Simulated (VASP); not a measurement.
# HfO2 (fluorite type) (Fm-3m) in VASP: further runs

Runs on HfO2 (fluorite type). Level: HSE06. Tasks: single point.

Everything below comes from runs of VASP 6.6.1. Logs are shortened: lines on timing, memory, paths and dates and some standing lists are left out, and cuts for length are marked.

## Step 1: The cell of the first run

It takes space group Fm-3m (No. 225, cubic). Conventional cell: a = 4.984 Å, b = 4.984 Å, c = 4.984 Å, α = 90.00°, β = 90.00°, γ = 90.00°. Hf (site symmetry m-3m) has 8 O at 2.16 Å within 2.9 Å. O (site symmetry -43m) has 4 Hf at 2.16 Å and 6 O at 2.49 Å within 2.9 Å.

## Step 2: Single point, HSE06

Contents of POSCAR:

```
HfO2
1.0
    0.0000000000      2.4920255963      2.4920255963
    2.4920255963      0.0000000000      2.4920255963
    2.4920255963      2.4920255963      0.0000000000
Hf O
1 2
Direct
    0.0000000000      0.0000000000      0.0000000000
    0.2500000000      0.2500000000      0.2500000000
    0.7500000000      0.7500000000      0.7500000000
```

Contents of INCAR.step1:

```
PREC = Accurate
ENCUT = 520
EDIFF = 1E-5
ISMEAR = -1
SIGMA = 0.05
LREAL = False
LASPH = True
NELM = 60
ALGO = Normal
ISIF = 2
LWAVE = True
GGA = PE
NBANDS = 18
```

Contents of INCAR.step2:

```
PREC = Accurate
ENCUT = 520
EDIFF = 1E-6
ISMEAR = -1
SIGMA = 0.05
LREAL = False
LASPH = True
NELM = 60
ALGO = Normal
ISIF = 2
LWAVE = False
LCHARG = True
GGA = PE
LHFCALC = True
HFSCREEN = 0.2079
PRECFOCK = Normal
LELF = True
LVHAR = True
ISTART = 1
NBANDS = 18
```

Contents of KPOINTS:

```
regular mesh
0
Gamma
  4 4 4
```

Potentials or basis: VASP PAW PBE potentials, release 64 (Hf_pv, O).

Started as:

```console
$ cat potpaw_PBE.64/Hf_pv/POTCAR potpaw_PBE.64/O/POTCAR > POTCAR
$ cp INCAR.step1 INCAR
$ mpirun -np 1 vasp_std > vasp.out
$ cp INCAR.step2 INCAR
$ mpirun -np 1 vasp_std > vasp.out
```

OUTCAR:

```text
PREC = Accurate
   ENCUT = 520
   EDIFF = 1E-6
   ISMEAR = -1
   LREAL = False
   LASPH = True
   NELM = 60
   ISIF = 2
   GGA = PE
   LHFCALC = True
   HFSCREEN = 0.2079
   PRECFOCK = Normal
   ISTART = 1

 ion  position               nearest neighbor table
   1  0.000  0.000  0.000-   2 2.16   3 2.16   3 2.16   3 2.16   3 2.16   2 2.16   2 2.16   2 2.16

   2  0.250  0.250  0.250-   1 2.16   1 2.16   1 2.16   1 2.16
   3  0.750  0.750  0.750-   1 2.16   1 2.16   1 2.16   1 2.16

  LATTYP: Found a face centered cubic cell.
 ALAT       =     4.9840511926

  Lattice vectors:

 A1 = (   0.0000000000,   2.4920255963,   2.4920255963)
 A2 = (   2.4920255963,   0.0000000000,   2.4920255963)
 A3 = (   2.4920255963,   2.4920255963,   0.0000000000)

Analysis of symmetry for initial positions (statically):
=====================================================================
 Subroutine PRICEL returns:
 Original cell was already a primitive cell.

 Routine SETGRP: Setting up the symmetry group for a
 face centered cubic supercell.

 Subroutine GETGRP returns: Found 48 space group operations
 (whereof 48 operations were pure point group operations)
 out of a pool of 48 trial point group operations.

The static configuration has the point symmetry O_h .

Analysis of symmetry for dynamics (positions and initial velocities):
=====================================================================
 Subroutine PRICEL returns:
 Original cell was already a primitive cell.

 Routine SETGRP: Setting up the symmetry group for a
 face centered cubic supercell.

 Subroutine GETGRP returns: Found 48 space group operations
 (whereof 48 operations were pure point group operations)
 out of a pool of 48 trial point group operations.

The dynamic configuration has the point symmetry O_h .

 Subroutine INISYM returns: Found 48 space group operations
 (whereof 48 operations are pure point group operations),
 and found     1 'primitive' translations

----------------------------------------------------------------------------------------

                                     Primitive cell

  volume of cell :      30.9519

  direct lattice vectors                    reciprocal lattice vectors
     0.000000000  2.492025596  2.492025596    -0.200639994  0.200639994  0.200639994
     2.492025596  0.000000000  2.492025596     0.200639994 -0.200639994  0.200639994
     2.492025596  2.492025596  0.000000000     0.200639994  0.200639994 -0.200639994

  length of vectors
     3.524256396  3.524256396  3.524256396     0.347518663  0.347518663  0.347518663

  position of ions in fractional coordinates (direct lattice)
     0.000000000  0.000000000  0.000000000
     0.250000000  0.250000000  0.250000000
     0.750000000  0.750000000  0.750000000

  ion indices of the primitive-cell ions
   primitive index   ion index
                 1           1
                 2           2
                 3           3

----------------------------------------------------------------------------------------

 KPOINTS: regular mesh

Automatic generation of k-mesh.
 Grid dimensions read from file:
 generate k-points for:    4    4    4

 Generating k-lattice:

  Cartesian coordinates                     Fractional coordinates (reciprocal lattice)
    -0.050159998  0.050159998  0.050159998     0.250000000  0.000000000  0.000000000
     0.050159998 -0.050159998  0.050159998     0.000000000  0.250000000  0.000000000
     0.050159998  0.050159998 -0.050159998     0.000000000  0.000000000  0.250000000

  Length of vectors
     0.086879666  0.086879666  0.086879666

  Shift w.r.t. Gamma in fractional coordinates (k-lattice)
     0.000000000  0.000000000  0.000000000

 Subroutine IBZKPT returns following result:
 ===========================================

 Found      8 irreducible k-points:

 Following reciprocal coordinates:
            Coordinates               Weight
  0.000000  0.000000  0.000000      1.000000
  0.250000  0.000000  0.000000      8.000000
  0.500000  0.000000  0.000000      4.000000
  0.250000  0.250000  0.000000      6.000000
  0.500000  0.250000  0.000000     24.000000
 -0.250000  0.250000  0.000000     12.000000
  0.500000  0.500000  0.000000      3.000000
 -0.250000  0.500000  0.250000      6.000000
   k-points           NKPTS =      8   k-points in BZ     NKDIM =     64   number of bands    NBANDS=     18
   number of dos      NEDOS =    301   number of ions     NIONS =      3
   total plane-waves  NPLWV =  21952
   dimension x,y,z NGX =    28 NGY =   28 NGZ =   28
   dimension x,y,z NGXF=    56 NGYF=   56 NGZF=   56
   ions per type =               1   2
   NGX,Y,Z   is equivalent  to a cutoff of  13.21, 13.21, 13.21 a.u.
   NGXF,Y,Z  is equivalent  to a cutoff of  26.42, 26.42, 26.42 a.u.
 SYSTEM =  unknown system
   PREC   = accura    normal or accurate (medium, high low for compatibility)
   ISTART =      1    job   : 0-new  1-cont  2-samecut
   ICHARG =      0    charge: 1-file 2-atom 10-const
   ISPIN  =      1    spin polarized calculation?
   LNONCOLLINEAR =      F non collinear calculations
   LSORBIT =      F    spin-orbit coupling
   LASPH  =      T    aspherical Exc in radial PAW
   ENCUT  =  520.0 eV  38.22 Ry    6.18 a.u.   6.55  6.55  6.55*2*pi/ulx,y,z
   NELM   =     60;   NELMIN=  2; NELMDL=  0     # of ELM steps
   EDIFF  = 0.1E-05   stopping-criterion for ELM
   LREAL  =      F    real-space projection
   EDIFFG = 0.1E-04   stopping-criterion for IOM
   NSW    =      0    number of steps for IOM
   IBRION =     -1    ionic relax: 0-MD 1-quasi-New 2-CG
   NFREE  =      0    steps in history (QN), initial steepest desc. (CG)
   ISIF   =      2    stress and relaxation
   ISYM   =      3    0-nonsym 1-usesym 2-fastsym
   POTIM  = 0.5000    time-step for ionic-motion
   TEBEG  =    0.0;   TEEND  =   0.0 temperature during run
   PSTRESS=    0.0 pullay stress
   NELECT =      22.0000    total number of electrons
   NUPDOWN=      -1.0000    fix difference up-down
   EMIN   =  10.00;   EMAX   =-10.00  energy-range for DOS
   EFERMI =   0.00;   METHOD = LEGACY
   ISMEAR =    -1;   SIGMA  =   0.05  broadening in eV -4-tet -1-fermi 0-gaus
   EFERMI_NEDOS =   21; number of points for ismear=-14 and -15
   IALGO  =     38    algorithm
   IMIX   =      1    mixing-type and parameters
     AMIX     =   0.40;   BMIX     =  1.00
     AMIX_MAG =   1.60;   BMIX_MAG =  1.00
  volume/ion in A,a.u.               =      10.32        69.62
  Fermi-wavevector in a.u.,A,eV,Ry     =   1.461010  2.760909 29.042324  2.134551
  Thomas-Fermi vector in A             =   2.577392
   LORBIT       =      0    0 simple, 1 ext, 2 COOP (PROOUT), +10 PAW based schemes
   GGA     = PE    functional components
   LHFCALC =     T    Hartree Fock is set to
   PRECFOCK=normal    Normal, Fast or Accurate (Low or Medium for compatibility)
   ENCUT4O =  -1.0   cutoff for four orbital integrals eV
   NKREDX  =     1    reduce k-point grid by
   NKREDY  =     1    reduce k-point grid by
   NKREDZ  =     1    reduce k-point grid by
   AEXX    =    0.2500 exact exchange contribution
   HFSCREEN=    0.2079 screening length (either q_TF or 0.3 A-1)
   HFSCREENC=   0.2079 screening length for correlation (either q_TF or 0.3 A-1)
   ENCUTFOCK=  -1.0 apply spherical cutoff to Coloumb kernel
   IVDW    =     0    specifies the selected vdW correction
   LEPSILON=     F    determine dielectric tensor
   LRPA    =     F    only Hartree local field effects (RPA)
 non-spin polarized calculation
  energy-cutoff  :      520.00
  volume of cell :       30.95
 maximum number of plane-waves:       869
 NGX is ok and might be reduce to    28
  NGX = 20; NGY = 20; NGZ = 20

 number of electron      22.0000003 magnetization

 Free energy of the ion-electron system (eV)
  ---------------------------------------------------
  ext. energy  EPLUGINS =         0.00000000
  ---------------------------------------------------
  free energy    TOTEN  =       -36.25225518 eV

  energy without entropy =      -36.25225518  energy(sigma->0) =      -36.25225518

 E-fermi :   4.7152     XC(G=0):  -9.9137

 val. band max:        3.6665438954   @ k =   0.5000   0.5000   0.0000
 cond. band min:       9.1691588854   @ k =   0.5000   0.5000   0.0000
 fundamental gap:      5.5026149900
 Fermi energy:         4.7152004758

 k-point     1 :       0.0000    0.0000    0.0000
  band No.  band energies     occupation
      1     -27.2765      2.00000
      2     -27.2765      2.00000
      3     -27.2765      2.00000
      4     -17.1214      2.00000
      5     -13.6466      2.00000
      6      -2.4603      2.00000
[... 10 lines left out ...]
     17      16.7490      0.00000
     18      19.6004      0.00000

 k-point     2 :       0.2500    0.0000    0.0000
  band No.  band energies     occupation
      1     -27.6214      2.00000
      2     -27.3145      2.00000
      3     -27.3145      2.00000
      4     -16.2665      2.00000
      5     -14.2331      2.00000
      6      -1.8545      2.00000
[... 10 lines left out ...]
     17      15.8252      0.00000
     18      18.8335      0.00000

 k-point     3 :       0.5000    0.0000    0.0000
  band No.  band energies     occupation
      1     -27.9307      2.00000
      2     -27.3522      2.00000
      3     -27.3522      2.00000
      4     -15.7481      2.00000
      5     -14.2958      2.00000
      6      -1.2536      2.00000
[... 10 lines left out ...]
     17      15.5251      0.00000
     18      19.1313      0.00000

 k-point     4 :       0.2500    0.2500    0.0000
  band No.  band energies     occupation
      1     -27.6469      2.00000
      2     -27.3704      2.00000
      3     -27.3704      2.00000
      4     -15.8775      2.00000
      5     -14.4954      2.00000
      6      -1.6680      2.00000
[... 10 lines left out ...]
     17      15.2110      0.00000
     18      19.6041      0.00000

 k-point     5 :       0.5000    0.2500    0.0000
  band No.  band energies     occupation
      1     -27.8428      2.00000
      2     -27.5280      2.00000
      3     -27.4077      2.00000
      4     -15.1744      2.00000
      5     -14.6598      2.00000
      6      -2.2716      2.00000
[... 10 lines left out ...]
     17      17.0504      0.00000
     18      19.5971      0.00000

 k-point     6 :      -0.2500    0.2500    0.0000
  band No.  band energies     occupation
      1     -27.7500      2.00000
      2     -27.5504      2.00000
      3     -27.3522      2.00000
      4     -15.3797      2.00000
      5     -14.6507      2.00000
      6      -1.9526      2.00000
[... 10 lines left out ...]
     17      16.9160      0.00000
     18      19.5626      0.00000

 k-point     7 :       0.5000    0.5000    0.0000
  band No.  band energies     occupation
      1     -27.9687      2.00000
      2     -27.4624      2.00000
      3     -27.4624      2.00000
      4     -15.1717      2.00000
      5     -14.4480      2.00000
      6      -3.6348      2.00000
[... 10 lines left out ...]
     17      19.3859      0.00000
     18      19.5944      0.00000

 k-point     8 :      -0.2500    0.5000    0.2500
  band No.  band energies     occupation
      1     -27.7238      2.00000
      2     -27.7238      2.00000
      3     -27.4654      2.00000
      4     -14.7984      2.00000
      5     -14.7984      2.00000
      6      -2.3136      2.00000
[... 10 lines left out ...]
     17      18.7551      0.00000
     18      19.5943      0.00000

------------------------ aborting loop because EDIFF is reached ----------------------------------------

  FORCE on cell =-STRESS in cart. coord.  units (eV):
  Direction    XX          YY          ZZ          XY          YZ          ZX
  --------------------------------------------------------------------------------------
  -------------------------------------------------------------------------------------
  Total        1.4013944      1.4013944      1.4013944     -0.0000000     -0.0000000     -0.0000000
  in kB       72.5409872     72.5409872     72.5409872     -0.0000000     -0.0000000     -0.0000000
  external PRESSURE =      72.5409872 kB  Pullay stress =       0.0000000 kB

 VOLUME and BASIS-vectors are now :
 -----------------------------------------------------------------------------
  energy-cutoff  :      520.00
  volume of cell :       30.95
      direct lattice vectors                 reciprocal lattice vectors
     0.000000000  2.492025596  2.492025596    -0.200639994  0.200639994  0.200639994
     2.492025596  0.000000000  2.492025596     0.200639994 -0.200639994  0.200639994
     2.492025596  2.492025596  0.000000000     0.200639994  0.200639994 -0.200639994

 POSITION                                       TOTAL-FORCE (eV/Angst)
 -----------------------------------------------------------------------------------
      0.00000      0.00000      0.00000        -0.000000     -0.000000     -0.000000
      1.24601      1.24601      1.24601        -0.000000      0.000000     -0.000000
      3.73804      3.73804      3.73804         0.000000      0.000000      0.000000
 -----------------------------------------------------------------------------------
    total drift:                               -0.000000      0.000000      0.000003

  FREE ENERGIE OF THE ION-ELECTRON SYSTEM (eV)
  ---------------------------------------------------
  free  energy   TOTEN  =       -36.2522551825 eV

  energy  without entropy=      -36.2522551824  energy(sigma->0) =      -36.25225518
```

Wall time 7.1 min (1 thread of AMD EPYC 7R43 (Zen 3), shared host); peak memory 0.23 GiB.

Results:

| Item | Value |
| --- | --- |
| Free energy | -36.2523 eV |
| Pressure | 7.3 GPa |
| Band gap on the k mesh | 5.50 eV |

Levels at points of the mesh, in eV from the valence-band top:
```
           k point  band 8  band 9  band 10  band 11  band 12  band 13  band 14  band 15
(0.00, 0.00, 0.00)   -6.13   -0.69    -0.69    -0.69     5.61     5.61     7.85    13.08
(0.50, 0.00, 0.00)   -3.38   -3.07    -2.08    -2.08     6.46     6.46     9.20    10.89
(0.50, 0.50, 0.00)   -3.91   -1.74    -1.74     0.00     5.50     7.56     8.81    10.38
```

Caveat: the k points lie up to 0.55 Å⁻¹ apart; the PAW data sets were made with another functional, which shifts forces and pressure a little; spin-orbit coupling is left out, which moves the levels of the heavy elements. A k mesh can miss the band edges.

## Step 3: Single point, HSE06

This run uses another cell than the first one, of 10.64 Å³/atom.

Contents of POSCAR:

```
HfO2
1.0
    0.0000000000      2.5179860645      2.5179860645
    2.5179860645      0.0000000000      2.5179860645
    2.5179860645      2.5179860645      0.0000000000
Hf O
1 2
Direct
    0.0000000000      0.0000000000      0.0000000000
    0.2500000000      0.2500000000      0.2500000000
    0.7500000000      0.7500000000      0.7500000000
```

Contents of INCAR.step1:

```
  PREC = Accurate
  ENCUT = 520
  EDIFF = 1E-5
  ISMEAR = -1
  SIGMA = 0.05
  LREAL = False
  LASPH = True
  NELM = 60
  ALGO = Normal
  ISIF = 2
  LWAVE = True
  LCHARG = False
  NBANDS = 18
  GGA = PE
```

Contents of INCAR.step2:

```
  PREC = Accurate
  ENCUT = 520
  EDIFF = 1E-6
  ISMEAR = -1
  SIGMA = 0.05
  LREAL = False
  LASPH = True
  NELM = 60
  ALGO = Normal
  ISIF = 2
  LWAVE = False
  LCHARG = False
  GGA = PE
  LHFCALC = True
  HFSCREEN = 0.2079
  PRECFOCK = Normal
  NBANDS = 18
  ISTART = 1
```

Contents of KPOINTS:

```
Automatic mesh
0
Gamma
  4 4 4
```

Potentials or basis: VASP PAW PBE potentials, release 64 (Hf_pv, O).

Started as:

```console
$ cat potpaw_PBE.64/Hf_pv/POTCAR potpaw_PBE.64/O/POTCAR > POTCAR
$ cp INCAR.step1 INCAR
$ mpirun -np 1 vasp_std > vasp.out
$ cp INCAR.step2 INCAR
$ mpirun -np 1 vasp_std > vasp.out
```

Wall time 7.5 min (1 thread of AMD EPYC 7R43 (Zen 3), shared host); peak memory 0.23 GiB.

Results (log left out):

| Quantity | Value |
| --- | --- |
| Free energy | -36.2697 eV |
| Pressure | -1.8 GPa |
| Band gap on the k mesh | 5.41 eV |

Levels at points of the mesh, in eV from the valence-band top:
```csv
k point,band 8,band 9,band 10,band 11,band 12,band 13,band 14,band 15
"(0.00, 0.00, 0.00)",-5.92,-0.68,-0.68,-0.68,5.52,5.52,7.59,12.65
"(0.50, 0.00, 0.00)",-3.33,-3.00,-2.04,-2.04,6.33,6.33,8.87,10.77
"(0.50, 0.50, 0.00)",-3.84,-1.68,-1.68,0.00,5.41,7.38,8.49,10.08
```

Caveat: the k points lie up to 0.54 Å⁻¹ apart; the PAW data sets were made with another functional, which shifts forces and pressure a little; spin-orbit coupling is left out, which moves the levels of the heavy elements.
